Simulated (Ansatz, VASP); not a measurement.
**One calculation of Ni, two programs**

Contents of INCAR:

```
ALGO = Normal
EDIFF = 1E-6
ENCUT = 520
GGA = PE
ISIF = 2
ISMEAR = 0
ISPIN = 2
LASPH = True
LCHARG = False
LMAXMIX = 4
LORBIT = 11
LREAL = False
LWAVE = False
MAGMOM = 0.74 0.74
NBANDS = 21
NELM = 150
PREC = Accurate
SIGMA = 0.1
```

Contents of KPOINTS:

```
k-points
0
Gamma
  14 14 7
```

The input POSCAR:

```
Ni
1.0
    0.0000000000      1.7689500000      1.7689500000
    1.7689500000      0.0000000000      1.7689500000
    3.5379000000      3.5379000000      0.0000000000
Ni
2
Direct
    0.0000000000      0.0000000000      0.0000000000
    0.0000000000      0.0000000000      0.5000000000
```

Input for Ansatz:

```yaml
crystal:
  lattice:
    - [0.0, 1.76895, 1.76895]
    - [1.76895, 0.0, 1.76895]
    - [3.5379, 3.5379, 0.0]
  atoms:
    - { symbol: Ni, position: [0.0, 0.0, 0.0] }
    - { symbol: Ni, position: [0.0, 0.0, 0.5] }
hamiltonian:
  xc: pbe
  pseudopotentials: { kind: paw }
basis:
  ecutwfc: 420
kpoints:
  mp_grid: { grid: [14, 14, 7] }
scf:
  occupations: { method: gaussian, width: 0.1 }
  lower_state_search: "off"
output:
  forces: true
  stress: true
  write_density: true
  write_potential: true
  elf: true
  volumetric_format: npy
magnetization:
  spin_polarized: true
```

Alike in both runs: task single point; functional PBE; k mesh 14 × 14 × 7; occupations gaussian, width 0.1 eV; collinear spin.

|  | VASP | Ansatz |
| --- | --- | --- |
| version | VASP 6.6.1 | Ansatz 0.2.0 |
| potentials or method | VASP PAW PBE potentials, release 64 (Ni), cutoff 520 eV | PAW, plane waves, scalar-relativistic |
| valence electrons in the cell | 20 | 36 |

```tsv
	VASP	Ansatz	Ansatz less VASP
pressure (GPa)	-3.2	-3.1	+0.12
net moment per atom (μB)	0.60	0.63	+0.028
size of the moment on the site where the two differ most (μB)	0.62	0.67	+0.056
```

Site moments also hang on the region over which each program counts them. VASP's potentials hold 20 valence electrons a cell and Ansatz's 36, so a difference there can come from the potentials and not from the codes. Ansatz's warnings: no starting moments.
